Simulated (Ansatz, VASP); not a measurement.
**MnO in VASP and in Ansatz**

```xyz
2
Lattice="0.0000 2.2323 2.2323 2.2323 0.0000 2.2323 2.2323 2.2323 0.0000" Properties=species:S:1:pos:R:3 pbc="T T T"
Mn    0.0000    0.0000    0.0000
O     2.2323    2.2323    2.2323
```

Alike in both runs: task relaxation of cell and atoms; functional PBE; k mesh 13 × 13 × 13; occupations fermi-dirac, width 0.05 eV; collinear spin.

|  | VASP | Ansatz |
| --- | --- | --- |
| version | VASP 6.6.1 | Ansatz 0.2.0 |
| potentials or method | VASP PAW PBE potentials, release 64 (Mn_pv, O) | PAW with Ansatz's default frozen-core files, scalar-relativistic |
| plane-wave cutoff (eV) | 600 | 420 |
| valence electrons in the cell | 19 | 21 |

Ansatz gave:

* net moment per atom (μB): 2.37
* size of the moment on the site where the two differ most (μB): 4.03
* relaxed volume (Å³/atom): 10.94
* relaxed cell length with the largest relative difference (Å): 3.139

Which values does VASP return?

net moment per atom (μB): 2.37; size of the moment on the site where the two differ most (μB): 4.31; relaxed volume (Å³/atom): 10.93; relaxed cell length with the largest relative difference (Å): 3.139.

Site moments also hang on the region over which each program counts them. VASP's potentials hold 19 valence electrons a cell and Ansatz's 21, so a difference there can come from the potentials and not from the codes.
